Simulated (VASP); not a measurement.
Input of a VASP 6.6.1 run:

File INCAR:

```
PREC = Accurate
ENCUT = 520
EDIFF = 1E-6
ISMEAR = 0
SIGMA = 0.1
LREAL = False
LASPH = True
NELM = 80
ALGO = Fast
ISIF = 2
LWAVE = False
LCHARG = False
GGA = PE
NBANDS = 19
```

The input KPOINTS:

```
Automatic mesh
0
Gamma
  10 10 6
```

File POSCAR:

```
Ti
1.0
    2.9500000000      0.0000000000      0.0000000000
   -1.4750000000      2.5547749412      0.0000000000
    0.0000000000      0.0000000000      4.6800000000
Ti
2
Direct
    0.6666666667      0.3333333333      0.7500000000
    0.3333333333      0.6666666667      0.2500000000
```

Potentials or basis: VASP PAW PBE potentials, release 64 (Ti_sv).

Launch:

```sh
$ cat potpaw_PBE.64/Ti_sv/POTCAR > POTCAR
$ mpirun -np 1 vasp_std > vasp.out
```

Estimate the pressure.

-1.8 GPa.

Estimate the band gap on the k mesh.

zero (band 12 reaches 8.94 eV, above the bottom of band 13 at 7.94 eV).

Stress tensor (GPa, compression positive):
```
-1.62  0.00  0.00
 0.00 -1.62  0.00
 0.00  0.00 -2.02
```
